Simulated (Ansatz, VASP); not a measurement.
One calculation of Pd, two programs

Contents of INCAR:

```
PREC = Accurate ; ENCUT = 520
EDIFF = 1E-6 ; ISMEAR = 1
SIGMA = 1.0 ; LREAL = False
LASPH = True ; NELM = 100
ALGO = Normal ; ISIF = 2
LWAVE = False ; LCHARG = True
GGA = PE ; LELF = True
LVHAR = True ; NBANDS = 11
```

File KPOINTS:

```
Automatic mesh
0
Gamma
  14 14 14
```

POSCAR

```
Pd
1.0
    0.0000000000      1.9734737307      1.9734737307
    1.9734737307      0.0000000000      1.9734737307
    1.9734737307      1.9734737307      0.0000000000
Pd
1
Direct
    0.0000000000      0.0000000000      0.0000000000
```

Input for Ansatz:

```yaml
crystal:
  lattice:
    - [0.0, 1.9734737307, 1.9734737307]
    - [1.9734737307, 0.0, 1.9734737307]
    - [1.9734737307, 1.9734737307, 0.0]
  atoms:
    - { symbol: Pd, position: [0.0, 0.0, 0.0] }
hamiltonian:
  xc: pbe
  pseudopotentials:
    kind: paw
    azcp:
      Pd: "pseudopotentials/Pd.paw.azcp"
basis:
  ecutwfc: 420
  fft_grid_basis: typed
kpoints:
  mp_grid: { grid: [14, 14, 14], shift: [0, 0, 0] }
magnetization:
  spin_polarized: false
scf:
  occupations: { method: methfessel_paxton, width: 1.0 }
  lower_state_search: "off"
output:
  stress: true
  write_density: true
  write_potential: true
  elf: true
  volumetric_format: npy
```

Alike in both runs: task single point; functional PBE; k mesh 14 × 14 × 14; occupations methfessel-paxton of order 1, width 1 eV; no spin polarisation.

```csv
,VASP,Ansatz
version,VASP 6.6.1,Ansatz 0.2.0
potentials or method,"VASP PAW PBE potentials, release 64 (Pd), cutoff 520 eV","plane waves (420 eV) with PAW, scalar-relativistic"
valence electrons in the cell,10,18
```

```tsv
	VASP	Ansatz	Ansatz less VASP
pressure (GPa)	-1.0	-0.7	+0.29
```

VASP's potentials hold 10 valence electrons a cell and Ansatz's 18, so a difference there can come from the potentials and not from the codes.
